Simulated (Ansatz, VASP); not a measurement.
## One calculation of Ti, two programs

The input INCAR:

```
PREC = Accurate ; ENCUT = 520
EDIFF = 1E-6 ; ISMEAR = 0
SIGMA = 0.15 ; LREAL = False
LASPH = True ; NELM = 80
ALGO = Fast ; ISIF = 2
LWAVE = False ; LCHARG = False
GGA = PS ; NBANDS = 12
```

The input KPOINTS:

```
Automatic mesh
0
Gamma
  20 20 20
```

File POSCAR:

```
Ti
1.0
   -1.6245900000      1.6410000000      1.6410000000
    1.6245900000     -1.6410000000      1.6410000000
    1.6245900000      1.6410000000     -1.6410000000
Ti
1
Direct
    0.0000000000      0.0000000000      0.0000000000
```

Input for Ansatz:

```yaml
crystal:
  lattice:
    - [-1.62459, 1.641, 1.641]
    - [1.62459, -1.641, 1.641]
    - [1.62459, 1.641, -1.641]
  atoms:
    - { symbol: Ti, position: [0.0, 0.0, 0.0] }
basis:
  ecutwfc: 420
kpoints:
  mp_grid: { grid: [20, 20, 20] }
hamiltonian:
  xc: pbesol
scf:
  occupations: { method: gaussian, width: 0.15 }
output:
  forces: true
  stress: true
  eigenvalues: true
```

Change from the starting cell: strain -0.0100 x Voigt [1, 0, 0, 0, 0, 0], atoms carried along.

Alike in both runs: task single point; functional PBEsol; k mesh 20 × 20 × 20; occupations gaussian, width 0.15 eV; no spin polarisation.

|  | VASP | Ansatz |
| --- | --- | --- |
| version | VASP 6.6.1 | Ansatz 0.2.0 |
| potentials or method | VASP PAW PBE potentials, release 64 (Ti_sv), cutoff 520 eV | scalar-relativistic, plane waves, PAW |
| valence electrons in the cell | 12 | 12 |

|  | VASP | Ansatz | Ansatz less VASP |
| --- | --- | --- | --- |
| gap on the k mesh at the Fermi level (eV) | none | none | - |
| pressure (GPa) | -6.0 | -5.7 | +0.23 |
| traceless stress, the component that is largest in VASP (GPa) | -0.18 | -0.18 | 0.000 |

VASP's potentials were made for PBE, not for PBEsol. A gap of «none» marks a metal or a gap that the smearing closes.
